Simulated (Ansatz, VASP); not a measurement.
## TiO2 in VASP and in Ansatz

```
Ti O
1.0
    -3.79922    0.00000    0.00000
     0.00000   -3.79922    0.00000
     0.00000    0.00000   10.44690
Ti O
4 8
Direct
  0.00000 0.00000 0.58013
  0.50000 0.50000 0.11603
  0.50000 0.00000 0.34808
  0.00000 0.50000 0.81218
  0.00000 0.00000 0.77181
  0.50000 0.50000 0.30771
  0.50000 0.00000 0.53976
  0.00000 0.50000 0.07566
  0.50000 0.00000 0.15640
  0.00000 0.50000 0.62050
  0.00000 0.00000 0.38845
  0.50000 0.50000 0.85255
```

Alike in both runs: task single point; functional PBE; k mesh 7 × 7 × 3; occupations gaussian, width 0.05 eV; no spin polarisation.

```csv
,VASP,Ansatz
version,VASP 6.6.1,Ansatz 0.2.0
potentials or method,"VASP PAW PBE potentials, release 64 (Ti_sv, O), cutoff 520 eV","scalar-relativistic, plane waves, PAW"
valence electrons in the cell,96,96
```

VASP gave:

- gap on the k mesh at the Fermi level (eV): 1.73
- least direct gap on the mesh (eV): 2.01
- pressure (GPa): -5.4
- traceless stress, the component that is largest in VASP (GPa): 6.45
- rms of the force components (eV/Å): 0.237

**Question.** Estimate Ansatz's values.

**Answer.** gap on the k mesh at the Fermi level (eV): 1.76; least direct gap on the mesh (eV): 2.03; pressure (GPa): -6.0; traceless stress, the component that is largest in VASP (GPa): 6.40; rms of the force components (eV/Å): 0.238.

Atom by atom the forces differ by 0.015 eV/Å (rms over components). With one functional, cell and mesh, what is left measures potentials, basis and numerics.
